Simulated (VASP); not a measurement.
Input of a VASP 6.6.1 run:

INCAR

```
PREC = Accurate
ENCUT = 520
EDIFF = 1E-6
ISMEAR = 0
SIGMA = 0.022
LREAL = F
LASPH = T
NELM = 80
ALGO = Normal
ISIF = 2
LWAVE = F
LCHARG = T
GGA = PE
LELF = T
LVHAR = T
NBANDS = 16
```

Contents of KPOINTS:

```
Automatic mesh
0
Gamma
  8 8 8
```

File POSCAR:

```
InAs
1.0
    0.0000000000      2.8773040000      2.8773040000
    2.8773040000      0.0000000000      2.8773040000
    2.8773040000      2.8773040000      0.0000000000
In As
1 1
Direct
    0.5000000000      0.5000000000      0.5000000000
    0.0000000000      0.0000000000      0.0000000000
```

Potentials or basis: VASP PAW PBE potentials, release 64 (In_d, As).

Command:

```bash
$ cat potpaw_PBE.64/In_d/POTCAR potpaw_PBE.64/As/POTCAR > POTCAR
$ mpirun -np 1 vasp_std > vasp.out
```

(1) Predict the pressure.

(2) Predict the band gap on the k mesh.

## Answers

(1) 0.0 GPa.

(2) zero (band 9 reaches 6.25 eV, above the bottom of band 10 at 3.69 eV).

Caveat: spin-orbit coupling is left out, which moves the levels of the heavy elements.
